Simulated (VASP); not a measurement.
Set up this calculation in VASP 6.6.1, as the native input.

- Task: single point
- Functional: PBE
- Potentials or basis: VASP PAW PBE potentials, release 64 (Si, O)
- Cutoff: 520 eV
- k mesh: 6 × 6 × 4
- Occupations: gaussian, width 0.02 eV
- Spin: no spin polarisation
- Dipole correction: no
- Further INCAR settings: ALGO = Normal; EDIFF = 1e-06; NBANDS = 44

The structure of SiO2 lies in POSCAR:

```
SiO2
1.0
    5.0690738885      0.0000000000      0.0000000000
   -2.5345369442      4.3899467611      0.0000000000
    0.0000000000      0.0000000000      8.5584885400
Si O
4 8
Direct
    0.6666666667      0.3333333333      0.9379086425
    0.6666666667      0.3333333333      0.5620913575
    0.3333333333      0.6666666667      0.0620913575
    0.3333333333      0.6666666667      0.4379086425
    0.0000000000      0.4094608402      0.0000000000
    0.4094608402      0.4094608402      0.5000000000
    0.5905391598      0.0000000000      0.5000000000
    0.5905391598      0.5905391598      0.0000000000
    0.0000000000      0.5905391598      0.5000000000
    0.6666666667      0.3333333333      0.7500000000
    0.3333333333      0.6666666667      0.2500000000
    0.4094608402      0.0000000000      0.0000000000
```

One way to write it, as run:

INCAR

```
  PREC = Accurate
  ENCUT = 520
  EDIFF = 1E-6
  ISMEAR = 0
  SIGMA = 0.02
  LREAL = False
  LASPH = True
  NELM = 80
  ALGO = Normal
  ISIF = 2
  LWAVE = False
  LCHARG = True
  GGA = PE
  LELF = True
  LVHAR = True
  NBANDS = 44
```

KPOINTS

```
regular mesh
0
Gamma
  6 6 4
```

Potentials or basis: VASP PAW PBE potentials, release 64 (Si, O).

Launch:

```bash
$ cat potpaw_PBE.64/Si/POTCAR potpaw_PBE.64/O/POTCAR > POTCAR
$ mpirun -np 1 vasp_std > vasp.out
```

Results of the run:

The pressure is 1.3 GPa and the largest force is 0.012 eV/Å. The band gap on the k mesh is 5.48 eV (least direct gap 5.55 eV).

Run time: 93 s on 1 thread of Intel(R) Xeon(R) 6975P-C (Granite Rapids), with other jobs on the host, peak memory 0.35 GiB.
